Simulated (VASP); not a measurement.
Crystal: AgS.

```
CELL_PARAMETERS angstrom
0.00000 2.91109 2.91109
2.91109 0.00000 2.91109
2.91109 2.91109 0.00000
ATOMIC_POSITIONS crystal
Ag 0.00000 0.00000 0.00000
S 0.50000 0.50000 0.50000
```

| Item | Value |
| --- | --- |
| Program | VASP 6.6.1 |
| Task | relaxation of cell and atoms |
| Functional | PBE |
| Potentials or basis | VASP PAW PBE potentials, release 64 (Ag, S) |
| Cutoff | 600 eV |
| k mesh | 6 × 6 × 6 |
| Occupations | gaussian, width 0.1 eV |
| Spin | no spin polarisation |

At the start: pressure -11.2 GPa; volume 24.67 Å³/atom.

Task: Where does the relaxation end?

Result: Over 3 steps the energy falls by 291.8 meV/atom and the volume is 18.51 Å³/atom (-25.0 %); space group Fm-3m (No. 225, to 0.05 Å).

The path:
| step | energy change (eV) | largest force (eV/Å) | pressure (GPa) | volume (Å³) |
| --- | --- | --- | --- | --- |
| 1 | 0.0000 | 0.0000 | -11.17 | 49.34 |
| 2 | -0.5761 | 0.0000 | -2.17 | 38.05 |
| 3 | -0.5836 | 0.0000 | -0.10 | 37.02 |

Final structure:
```xyz
2
Lattice="0.0000 2.6452 2.6452 2.6452 0.0000 2.6452 2.6452 2.6452 0.0000" Properties=species:S:1:pos:R:3 pbc="T T T"
Ag    0.0000    0.0000    0.0000
S     2.6452    2.6452    2.6452
```

Caveat: the volume moved by over 15 % at a fixed basis, so the end points are rough.
